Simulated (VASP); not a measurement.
Runs of VASP 6.6.1 on MgI2. Symmetry: P-3m1, No. 164, trigonal system. Conventional cell: a = 4.157 Å, b = 4.157 Å, c = 6.876 Å, α = 90.00°, β = 90.00°, γ = 120.00°. Within 3.8 Å of Mg (site symmetry -3m) lie 6 I at 2.92 Å. I (site symmetry 3m) has 3 Mg at 2.92 Å within 3.8 Å. 

```tsv
level	potentials or basis	spin	k mesh	grid for exact exchange (PRECFOCK)	share of exact exchange	screening parameter	gap on the mesh (eV)	pressure (GPa)	largest force (eV/Å)
LDA	VASP PAW LDA potentials, release 64 (Mg, I)	off	6 × 6 × 4	-	-	-	3.35	-1.6	0.16
PBE	VASP PAW PBE potentials, release 64 (Mg, I)	off	6 × 6 × 4	-	-	-	(c)	(a)	-
r2SCAN	VASP PAW PBE potentials, release 64 (Mg, I)	off	6 × 6 × 4	-	-	-	(b)	0.5	0.04
HSE06	VASP PAW PBE potentials, release 64 (Mg, I)	off	6 × 6 × 2	Normal	0.25	0.2079 1/Å	4.48	0.3	0.13
PBE	VASP PAW PBE potentials, release 64 (Mg, I)	non-collinear, zero start, SOC	6 × 6 × 2	-	-	-	-	1.2	0.02
```

Alike in all rows: task single point; cell as given; cutoff (eV) 520; smearing gaussian 0.01 eV.

Problem. Fill in the values left out.

Solution. (a) 1.1; (b) 4.10; (c) 3.51.

Caveats: some runs use coarse meshes; spin-orbit coupling is left out, which moves the levels of the heavy elements (at least some runs); this functional lacks dispersion, which binds the layers, so the pressure and a relaxed spacing across them are unreliable (at least some runs); the PAW data sets were made with another functional, which shifts forces and pressure a little (at least some runs).

A k mesh can miss the band edges, and rows without SOC leave out spin-orbit coupling on I.
